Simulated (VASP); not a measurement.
Set up this calculation in VASP 6.6.1, as the native input.

```
Task                   : single point
Functional             : PBEsol
Potentials or basis    : VASP PAW PBE potentials, release 64 (V_sv)
Cutoff                 : 520 eV
k mesh                 : 12 × 12 × 6
Occupations            : fermi-dirac, width 0.05 eV
Spin                   : collinear spin, ferromagnetic start
Starting moments       : [2.0, 2.0] μB
Dipole correction      : no
Further INCAR settings : ALGO = Normal; EDIFF = 1e-07; NBANDS = 24
```

The structure of V lies in POSCAR:

```
V
1.0
    2.6215415862      0.0000000000      0.0000000000
   -1.3107707930      2.2703216106      0.0000000000
    0.0000000000      0.0000000000      4.7546172825
V
2
Direct
    0.3333333333      0.6666666667      0.2500000000
    0.6666666667      0.3333333333      0.7500000000
```

This isn't the form of V at room conditions, which is bcc.

One way to write it, as run:

INCAR

```
PREC = Accurate ; ENCUT = 520
EDIFF = 1E-7 ; ISMEAR = -1
SIGMA = 0.05 ; LREAL = F
LASPH = T ; NELM = 150
ALGO = Normal ; ISIF = 2
LWAVE = F ; LCHARG = F
ISPIN = 2 ; MAGMOM = 2 2
LORBIT = 11 ; LMAXMIX = 4
GGA = PS ; NBANDS = 24
```

KPOINTS

```
Automatic mesh
0
Gamma
  12 12 6
```

Potentials or basis: VASP PAW PBE potentials, release 64 (V_sv).

Command:

```sh
$ cat potpaw_PBE.64/V_sv/POTCAR > POTCAR
$ mpirun -np 1 vasp_std > vasp.out
```

It gave:

| Item | Value |
| --- | --- |
| Pressure | -10.1 GPa |
| Band gap on the k mesh | zero (filled and empty bands overlap) |
| Net moment | 0.00 μB per cell |
| Valence electrons inside the program's atomic spheres | V 11.60 |

Caveat: the cell stands under tension; the moments typed at the start vanished in this run; the PAW data sets were made with another functional, which shifts forces and pressure a little.

Run time: 2.1 min on 1 thread of Intel Xeon 8259CL, with other jobs on the host, peak memory 0.2 GiB.
